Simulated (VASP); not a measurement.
# TaN (P-62m) in VASP: notebook

TaN is run at these levels: PBEsol; tasks: single point.

All numbers are computed with VASP 6.6.1; they aren't measurements. Logs are shortened: lines on timing, memory, paths and dates and some standing lists are left out, and cuts for length are marked.

## 1. The cell of the first run

Symmetry: P-62m, No. 189, hexagonal system. Conventional cell: a = 5.075 Å, b = 5.075 Å, c = 2.931 Å, α = 90.00°, β = 90.00°, γ = 120.00°. Within 2.8 Å of Ta (site symmetry -6) lie 6 N at 2.14 Å. Ta (site symmetry -62m) has 3 N at 2.00 Å within 2.7 Å. N (site symmetry m2m) has 5 Ta at 2.00 to 2.14 Å and 4 N at 2.70 Å within 2.8 Å.

## 2. Single point, PBEsol (biaxial strain in the a-b plane: -2.0 %)

INCAR

```
  PREC = Accurate
  ENCUT = 520
  EDIFF = 1E-6
  ISMEAR = 0
  SIGMA = 0.1
  LREAL = False
  LASPH = True
  NELM = 80
  ALGO = Normal
  ISIF = 2
  LWAVE = False
  LCHARG = True
  GGA = PS
  LELF = True
  LVHAR = True
  NBANDS = 33
```

KPOINTS

```
regular mesh
0
Gamma
  12 12 12
```

POSCAR

```
TaN
1.0
    5.0753424514      0.0000000000      0.0000000000
   -2.5376712257      4.3953754958      0.0000000000
    0.0000000000      0.0000000000      2.9307492464
Ta N
3 3
Direct
    0.3333333333      0.6666666667      0.5000000000
    0.6666666667      0.3333333333      0.5000000000
    0.0000000000      0.0000000000      0.0000000000
    0.3948155891      0.0000000000      0.0000000000
    0.6051844109      0.6051844109      0.0000000000
    0.0000000000      0.3948155891      0.0000000000
```

Potentials or basis: VASP PAW PBE potentials, release 64 (Ta_pv, N).

The run is started by

```
$ cat potpaw_PBE.64/Ta_pv/POTCAR potpaw_PBE.64/N/POTCAR > POTCAR
$ mpirun -np 1 vasp_std > vasp.out
```

OUTCAR:

```text
PREC = Accurate
   ENCUT = 520
   EDIFF = 1E-6
   ISMEAR = 0
   LREAL = False
   LASPH = True
   NELM = 80
   ISIF = 2
   GGA = PS

 ion  position               nearest neighbor table
   1  0.333  0.667  0.500-   4 2.14   4 2.14   6 2.14   6 2.14   5 2.14   5 2.14   2 2.93   2 2.93
                             2 2.93   3 3.28   3 3.28   3 3.28   3 3.28   3 3.28   3 3.28
   2  0.667  0.333  0.500-   6 2.14   6 2.14   4 2.14   4 2.14   5 2.14   5 2.14   1 2.93   1 2.93
                             1 2.93   3 3.28   3 3.28   3 3.28   3 3.28   3 3.28   3 3.28
   3  0.000  0.000  0.000-   5 2.00   6 2.00   4 2.00   2 3.28   1 3.28   1 3.28   2 3.28   1 3.28
                             1 3.28   2 3.28   2 3.28   2 3.28   2 3.28   1 3.28   1 3.28
   4  0.395  0.000  0.000-   3 2.00   1 2.14   1 2.14   2 2.14   2 2.14
   5  0.605  0.605  0.000-   3 2.00   2 2.14   2 2.14   1 2.14   1 2.14
   6  0.000  0.395  0.000-   3 2.00   2 2.14   2 2.14   1 2.14   1 2.14

  LATTYP: Found a hexagonal cell.
 ALAT       =     5.0753424514
 C/A-ratio  =     0.5774485711

  Lattice vectors:

 A1 = (   5.0753424514,   0.0000000000,   0.0000000000)
 A2 = (  -2.5376712257,   4.3953754958,   0.0000000000)
 A3 = (   0.0000000000,   0.0000000000,   2.9307492464)

Analysis of symmetry for initial positions (statically):
=====================================================================
 Subroutine PRICEL returns:
 Original cell was already a primitive cell.

 Routine SETGRP: Setting up the symmetry group for a
 hexagonal supercell.

 Subroutine GETGRP returns: Found 12 space group operations
 (whereof 12 operations were pure point group operations)
 out of a pool of 24 trial point group operations.

The static configuration has the point symmetry D_3h.

Analysis of symmetry for dynamics (positions and initial velocities):
=====================================================================
 Subroutine PRICEL returns:
 Original cell was already a primitive cell.

 Routine SETGRP: Setting up the symmetry group for a
 hexagonal supercell.

 Subroutine GETGRP returns: Found 12 space group operations
 (whereof 12 operations were pure point group operations)
 out of a pool of 24 trial point group operations.

The dynamic configuration has the point symmetry D_3h.

 Subroutine INISYM returns: Found 12 space group operations
 (whereof 12 operations are pure point group operations),
 and found     1 'primitive' translations

----------------------------------------------------------------------------------------

                                     Primitive cell

  volume of cell :      65.3793

  direct lattice vectors                    reciprocal lattice vectors
     5.075342451  0.000000000  0.000000000     0.197031040  0.113755924  0.000000000
    -2.537671226  4.395375496  0.000000000     0.000000000  0.227511848  0.000000000
     0.000000000  0.000000000  2.930749246     0.000000000  0.000000000  0.341209676

  length of vectors
     5.075342451  5.075342451  2.930749246     0.227511848  0.227511848  0.341209676

  position of ions in fractional coordinates (direct lattice)
     0.333333333  0.666666667  0.500000000
     0.666666667  0.333333333  0.500000000
     0.000000000  0.000000000  0.000000000
     0.394815589  0.000000000  0.000000000
     0.605184411  0.605184411  0.000000000
     1.000000000  0.394815589  0.000000000

  ion indices of the primitive-cell ions
   primitive index   ion index
                 1           1
                 2           2
                 3           3
                 4           4
                 5           5
                 6           6

----------------------------------------------------------------------------------------

 KPOINTS: regular mesh

Automatic generation of k-mesh.
 Grid dimensions read from file:
 generate k-points for:   12   12   12

 Generating k-lattice:

  Cartesian coordinates                     Fractional coordinates (reciprocal lattice)
     0.016419253  0.009479660  0.000000000     0.083333333 -0.000000000  0.000000000
     0.000000000  0.018959321  0.000000000     0.000000000  0.083333333  0.000000000
     0.000000000  0.000000000  0.028434140     0.000000000  0.000000000  0.083333333

  Length of vectors
     0.018959321  0.018959321  0.028434140

  Shift w.r.t. Gamma in fractional coordinates (k-lattice)
     0.000000000  0.000000000  0.000000000

 Subroutine IBZKPT returns following result:
 ===========================================

 Found    133 irreducible k-points:

 Following reciprocal coordinates:
            Coordinates               Weight
  0.000000  0.000000  0.000000      1.000000
  0.083333 -0.000000  0.000000      6.000000
  0.166667 -0.000000  0.000000      6.000000
  0.250000 -0.000000  0.000000      6.000000
  0.333333 -0.000000  0.000000      6.000000
  0.416667 -0.000000  0.000000      6.000000
[... 16 lines left out ...]
  0.250000 -0.000000  0.083333     12.000000
  0.333333 -0.000000  0.083333     12.000000
 [... further k-points ...]
   k-points           NKPTS =    133   k-points in BZ     NKDIM =    133   number of bands    NBANDS=     33
   number of dos      NEDOS =    301   number of ions     NIONS =      6
   total plane-waves  NPLWV =  38400
   dimension x,y,z NGX =    40 NGY =   40 NGZ =   24
   dimension x,y,z NGXF=    80 NGYF=   80 NGZF=   48
   ions per type =               3   3
   NGX,Y,Z   is equivalent  to a cutoff of  13.10, 13.10, 13.61 a.u.
   NGXF,Y,Z  is equivalent  to a cutoff of  26.20, 26.20, 27.23 a.u.
 SYSTEM =  unknown system
   PREC   = accura    normal or accurate (medium, high low for compatibility)
   ISTART =      0    job   : 0-new  1-cont  2-samecut
   ICHARG =      2    charge: 1-file 2-atom 10-const
   ISPIN  =      1    spin polarized calculation?
   LNONCOLLINEAR =      F non collinear calculations
   LSORBIT =      F    spin-orbit coupling
   LASPH  =      T    aspherical Exc in radial PAW
   ENCUT  =  520.0 eV  38.22 Ry    6.18 a.u.   9.44  9.44  5.45*2*pi/ulx,y,z
   NELM   =     80;   NELMIN=  2; NELMDL= -5     # of ELM steps
   EDIFF  = 0.1E-05   stopping-criterion for ELM
   LREAL  =      F    real-space projection
[... 7 lines left out ...]
   TEBEG  =    0.0;   TEEND  =   0.0 temperature during run
   PSTRESS=    0.0 pullay stress
   NELECT =      48.0000    total number of electrons
   NUPDOWN=      -1.0000    fix difference up-down
   EMIN   =  10.00;   EMAX   =-10.00  energy-range for DOS
   EFERMI =   0.00;   METHOD = LEGACY
   ISMEAR =     0;   SIGMA  =   0.10  broadening in eV -4-tet -1-fermi 0-gaus
   EFERMI_NEDOS =   21; number of points for ismear=-14 and -15
   IALGO  =     38    algorithm
   IMIX   =      4    mixing-type and parameters
     AMIX     =   0.40;   BMIX     =  1.00
     AMIX_MAG =   1.60;   BMIX_MAG =  1.00
  volume/ion in A,a.u.               =      10.90        73.53
  Fermi-wavevector in a.u.,A,eV,Ry     =   1.476869  2.790877 29.676231  2.181141
  Thomas-Fermi vector in A             =   2.591343
   LORBIT       =      0    0 simple, 1 ext, 2 COOP (PROOUT), +10 PAW based schemes
   GGA     = PS    functional components
   LHFCALC =     F    Hartree Fock is set to
   AEXX    =    0.0000 exact exchange contribution
   IVDW    =     0    specifies the selected vdW correction
   LEPSILON=     F    determine dielectric tensor
   LRPA    =     F    only Hartree local field effects (RPA)
 non-spin polarized calculation
 Gauss-broadening in eV      SIGMA  =   0.10
  energy-cutoff  :      520.00
  volume of cell :       65.38
 maximum number of plane-waves:      1798
 NGX is ok and might be reduce to    40
   NGX = 19   NGY = 19   NGZ = 11

 number of electron      48.0000003 magnetization

 Free energy of the ion-electron system (eV)
  ---------------------------------------------------
  ext. energy  EPLUGINS =         0.00000000
  ---------------------------------------------------
  free energy    TOTEN  =       -71.31564759 eV

  energy without entropy =      -71.31398870  energy(sigma->0) =      -71.31481814

 E-fermi :   8.6733     XC(G=0): -13.3826

 val. band max:        8.6276525997   @ k =   0.1667   0.0833   0.1667
 cond. band min:       8.6812087838   @ k =   0.2500  -0.0000   0.1667
 fundamental gap:      0.0535561840
 Fermi energy:         8.6732572134

 k-point     1 :       0.0000    0.0000    0.0000
  band No.  band energies     occupation
      1     -27.5709      2.00000
      2     -27.5709      2.00000
      3     -27.1645      2.00000
      4     -27.1645      2.00000
      5     -27.0204      2.00000
      6     -26.8772      2.00000
[... 25 lines left out ...]
     32      11.8842      0.00000
     33      11.8842      0.00000

 k-point     2 :       0.0833   -0.0000    0.0000
  band No.  band energies     occupation
      1     -27.5798      2.00000
      2     -27.5705      2.00000
      3     -27.1524      2.00000
      4     -27.1522      2.00000
      5     -27.0181      2.00000
      6     -26.8793      2.00000
[... 25 lines left out ...]
     32      11.8551      0.00000
     33      11.9436      0.00000

 k-point     3 :       0.1667   -0.0000    0.0000
  band No.  band energies     occupation
      1     -27.6022      2.00000
      2     -27.5650      2.00000
      3     -27.1258      2.00000
      4     -27.1204      2.00000
      5     -27.0113      2.00000
      6     -26.8854      2.00000
[... 25 lines left out ...]
     32      12.1074      0.00000
     33      12.2822      0.00000

 k-point     4 :       0.2500   -0.0000    0.0000
  band No.  band energies     occupation
      1     -27.6292      2.00000
      2     -27.5463      2.00000
      3     -27.1107      2.00000
      4     -27.0793      2.00000
      5     -27.0008      2.00000
      6     -26.8950      2.00000
[... 673 lines left out ...]
     32      12.1182      0.00000
     33      12.4288      0.00000

 k-point    23 :       0.2500   -0.0000    0.0833
  band No.  band energies     occupation
      1     -27.6170      2.00000
      2     -27.5354      2.00000
      3     -27.1037      2.00000
      4     -27.0709      2.00000
      5     -27.0668      2.00000
      6     -26.9494      2.00000
[... 25 lines left out ...]
     32      12.4201      0.00000
     33      12.9280      0.00000

 k-point    24 :       0.3333   -0.0000    0.0833
  band No.  band energies     occupation
      1     -27.6403      2.00000
      2     -27.5003      2.00000
      3     -27.1300      2.00000
      4     -27.0551      2.00000
      5     -27.0312      2.00000
      6     -26.9621      2.00000
[... 25 lines left out ...]
     32      12.4891      0.00000
     33      12.6886      0.00000

 [... further k-points ...]

------------------------ aborting loop because EDIFF is reached ----------------------------------------

  FORCE on cell =-STRESS in cart. coord.  units (eV):
  Direction    XX          YY          ZZ          XY          YZ          ZX
  --------------------------------------------------------------------------------------
  -------------------------------------------------------------------------------------
  Total        6.5053916      6.5053916      0.0719358      0.0000000     -0.0000000      0.0000000
  in kB      159.4204498    159.4204498      1.7628502      0.0000000     -0.0000000      0.0000000
  external PRESSURE =     106.8679166 kB  Pullay stress =       0.0000000 kB

 VOLUME and BASIS-vectors are now :
 -----------------------------------------------------------------------------
  energy-cutoff  :      520.00
  volume of cell :       65.38
      direct lattice vectors                 reciprocal lattice vectors
     5.075342451  0.000000000  0.000000000     0.197031040  0.113755924  0.000000000
    -2.537671226  4.395375496  0.000000000     0.000000000  0.227511848  0.000000000
     0.000000000  0.000000000  2.930749246     0.000000000  0.000000000  0.341209676

 POSITION                                       TOTAL-FORCE (eV/Angst)
 -----------------------------------------------------------------------------------
     -0.00000      2.93025      1.46537        -0.000000      0.000000      0.000000
      2.53767      1.46513      1.46537        -0.000000      0.000000      0.000000
      0.00000      0.00000      0.00000        -0.000000     -0.000000      0.000000
      2.00382      0.00000      0.00000         0.193888     -0.000000      0.000000
      1.53576      2.66001      0.00000        -0.096944     -0.167912      0.000000
     -1.00191      1.73536      0.00000        -0.096944      0.167912      0.000000
 -----------------------------------------------------------------------------------
    total drift:                               -0.000000     -0.000000     -0.000000

  FREE ENERGIE OF THE ION-ELECTRON SYSTEM (eV)
  ---------------------------------------------------
  free  energy   TOTEN  =       -71.3156475853 eV

  energy  without entropy=      -71.3139886952  energy(sigma->0) =      -71.31481814
```

Wall time 5.5 min (1 thread of Intel Xeon 8259CL, shared host); peak memory 0.35 GiB.

What came out:

* Free energy: -71.3156 eV
* Pressure: 10.7 GPa
* Largest force: 0.194 eV/Å
* Band gap on the k mesh: zero (bands 24 and 25 overlap by 2.97 eV)

Forces in eV/Å, atoms in the order of the input:
```
Ta   0.000  0.000  0.000
Ta   0.000  0.000  0.000
Ta   0.000  0.000  0.000
N    0.194  0.000  0.000
N   -0.097 -0.168  0.000
N   -0.097  0.168  0.000
```

Stress tensor (GPa, compression positive):
```
15.94  0.00  0.00
 0.00 15.94  0.00
 0.00  0.00  0.18
```

Caveat: the cell differs from its parent crystal (biaxial strain in the a-b plane: -2.0 %); the cell stands under pressure; the PAW data sets were made with another functional, which shifts forces and pressure a little; spin-orbit coupling is left out, which moves the levels of the heavy elements.

## 3. Single point, PBEsol (biaxial strain in the a-b plane: -1.0 %, then relaxed in part)

INCAR

```
  ALGO = Normal
  EDIFF = 1E-6
  ENCUT = 520
  GGA = PS
  ISIF = 2
  ISMEAR = 0
  LASPH = T
  LCHARG = T
  LELF = T
  LREAL = F
  LVHAR = T
  LWAVE = F
  NBANDS = 33
  NELM = 100
  PREC = Accurate
  SIGMA = 0.1
```

KPOINTS

```
k-points
0
Gamma
  12 12 12
```

Changes to POSCAR since step 2:

```diff
@@ -2,5 +2,5 @@
 1.0
-    5.0753424514      0.0000000000      0.0000000000
-   -2.5376712257      4.3953754958      0.0000000000
-    0.0000000000      0.0000000000      2.9307492464
+    5.1271316601      0.0000000000      0.0000000000
+   -2.5635658301      4.4402262662      0.0000000000
+    0.0000000000      0.0000000000      2.9117218638
 Ta N
```

Potentials or basis: VASP PAW PBE potentials, release 64 (Ta_pv, N).

The run is started by

```
$ cat potpaw_PBE.64/Ta_pv/POTCAR potpaw_PBE.64/N/POTCAR > POTCAR
$ mpirun -np 1 vasp_std > vasp.out
```

OUTCAR:

```text
EDIFF = 1E-6
   ENCUT = 520
   GGA = PS
   ISIF = 2
   ISMEAR = 0
   LASPH = T
   LREAL = F
   NELM = 100
   PREC = Accurate

 ion  position               nearest neighbor table
   1  0.333  0.667  0.500-   4 2.14   4 2.14   6 2.14   6 2.14   5 2.14   5 2.14   2 2.96   2 2.96
                             2 2.96   3 3.30   3 3.30   3 3.30   3 3.30   3 3.30   3 3.30
   2  0.667  0.333  0.500-   6 2.14   6 2.14   4 2.14   4 2.14   5 2.14   5 2.14   1 2.96   1 2.96
                             1 2.96   3 3.30   3 3.30   3 3.30   3 3.30   3 3.30   3 3.30
   3  0.000  0.000  0.000-   5 2.02   4 2.02   6 2.02   2 3.30   1 3.30   1 3.30   2 3.30   2 3.30
                             2 3.30   1 3.30   1 3.30   2 3.30   2 3.30   1 3.30   1 3.30
   4  0.395  0.000  0.000-   3 2.02   1 2.14   1 2.14   2 2.14   2 2.14
   5  0.605  0.605  0.000-   3 2.02   1 2.14   1 2.14   2 2.14   2 2.14
   6  0.000  0.395  0.000-   3 2.02   2 2.14   2 2.14   1 2.14   1 2.14

  LATTYP: Found a hexagonal cell.
 ALAT       =     5.1271316601
 C/A-ratio  =     0.5679046408

  Lattice vectors:

 A1 = (   5.1271316601,   0.0000000000,   0.0000000000)
 A2 = (  -2.5635658301,   4.4402262662,   0.0000000000)
 A3 = (   0.0000000000,   0.0000000000,   2.9117218638)

Analysis of symmetry for initial positions (statically):
[... 190 lines left out ...]
  band No.  band energies     occupation
      1     -27.7185      2.00000
      2     -27.7185      2.00000
      3     -27.3323      2.00000
      4     -27.3323      2.00000
      5     -27.1633      2.00000
      6     -27.0358      2.00000
[... 853 lines left out ...]
     32      12.2676      0.00000
     33      12.4633      0.00000

 [... further k-points ...]

------------------------ aborting loop because EDIFF is reached ----------------------------------------

  FORCE on cell =-STRESS in cart. coord.  units (eV):
  Direction    XX          YY          ZZ          XY          YZ          ZX
  --------------------------------------------------------------------------------------
  -------------------------------------------------------------------------------------
  Total        3.3157482      3.3157482      0.3543286     -0.0000000      0.0000000      0.0000000
  in kB       80.1424589     80.1424589      8.5642109     -0.0000000      0.0000000      0.0000000
  external PRESSURE =      56.2830429 kB  Pullay stress =       0.0000000 kB

 VOLUME and BASIS-vectors are now :
 -----------------------------------------------------------------------------
  energy-cutoff  :      520.00
  volume of cell :       66.29
      direct lattice vectors                 reciprocal lattice vectors
     5.127131660  0.000000000  0.000000000     0.195040827  0.112606874  0.000000000
    -2.563565830  4.440226266  0.000000000     0.000000000  0.225213748  0.000000000
     0.000000000  0.000000000  2.911721864     0.000000000  0.000000000  0.343439397

 POSITION                                       TOTAL-FORCE (eV/Angst)
 -----------------------------------------------------------------------------------
     -0.00000      2.96015      1.45586         0.000000     -0.000000     -0.000000
      2.56357      1.48008      1.45586         0.000000     -0.000000     -0.000000
      0.00000      0.00000      0.00000         0.000000     -0.000000     -0.000000
      2.02427      0.00000      0.00000         0.012974     -0.000000      0.000000
      1.55143      2.68716      0.00000        -0.006487     -0.011236      0.000000
     -1.01214      1.75307      0.00000        -0.006487      0.011236     -0.000000
 -----------------------------------------------------------------------------------
    total drift:                               -0.000001     -0.000002      0.000000

  FREE ENERGIE OF THE ION-ELECTRON SYSTEM (eV)
  ---------------------------------------------------
  free  energy   TOTEN  =       -71.4144821715 eV

  energy  without entropy=      -71.4125012776  energy(sigma->0) =      -71.41349172
```

Run time: 6.3 min. Hardware: 1 thread of Intel Xeon 8259CL, shared host; peak memory 0.35 GiB.

What came out:

* Free energy: -71.4145 eV
* Pressure: 5.6 GPa
* Largest force: 0.013 eV/Å
* Band gap on the k mesh: zero (bands 24 and 25 overlap by 3.16 eV)

Forces in eV/Å, atoms in the order of the input:
```
Ta   0.000  0.000  0.000
Ta   0.000  0.000  0.000
Ta   0.000  0.000  0.000
N    0.013  0.000  0.000
N   -0.006 -0.011  0.000
N   -0.006  0.011  0.000
```

Caveat: the cell differs from its parent crystal (biaxial strain in the a-b plane: -1.0 %, then relaxed in part); the cell stands under pressure; the PAW data sets were made with another functional, which shifts forces and pressure a little; spin-orbit coupling is left out, which moves the levels of the heavy elements.
